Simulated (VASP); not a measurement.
In3B2As:

```xyz
6
Lattice="4.4774 0.0000 0.0000 -2.2387 3.8776 0.0000 0.0000 0.0000 6.3824" Properties=species:S:1:pos:R:3 pbc="T T T"
In    0.0000    2.5850    3.1912
In    2.2387    1.2925    3.1912
In    0.0000    0.0000    0.0000
B     0.0000    2.5850    0.0000
B     2.2387    1.2925    0.0000
As    0.0000    0.0000    3.1912
```

```yaml
Program: VASP 6.6.1
Task: relaxation of cell and atoms
Functional: PBE
Potentials_or_basis: VASP PAW PBE potentials, release 64 (In_d, B, As)
Cutoff: 600 eV
k_mesh: 6 × 6 × 4
Occupations: gaussian, width 0.1 eV
Spin: no spin polarisation
```

At the start: pressure 16.7 GPa; volume 18.47 Å³/atom.

Task: How do energy, volume and symmetry change on relaxing?

Result: Over 10 steps the energy falls by 516.7 meV/atom and the volume is 19.42 Å³/atom (+5.2 %); space group P6/mmm (No. 191, to 0.05 Å).

The path:
```csv
step,energy change (eV),largest force (eV/Å),pressure (GPa),volume (Å³)
1,0.0000,0.0000,16.69,110.81
2,-2.0048,0.0000,-6.70,142.66
3,-2.0860,0.0000,-3.87,133.76
4,-2.0959,0.0000,-4.43,135.05
5,-2.6805,0.0000,-3.93,126.64
6,-0.9845,0.0000,21.99,100.68
7,-2.9875,0.0000,-2.58,121.33
8,-3.0546,0.0000,2.17,113.71
9,-3.0999,0.0000,-0.26,116.89
10,-3.1004,0.0000,0.00,116.52
```

Final structure:
```
In B As
1.0
     5.07854    0.00000    0.00000
    -2.53927    4.39814    0.00000
     0.00000    0.00000    5.21655
In B As
3 2 1
Direct
  0.33333 0.66667 0.50000
  0.66667 0.33333 0.50000
  0.00000 0.00000 0.00000
  0.33333 0.66667 0.00000
  0.66667 0.33333 0.00000
  0.00000 0.00000 0.50000
```
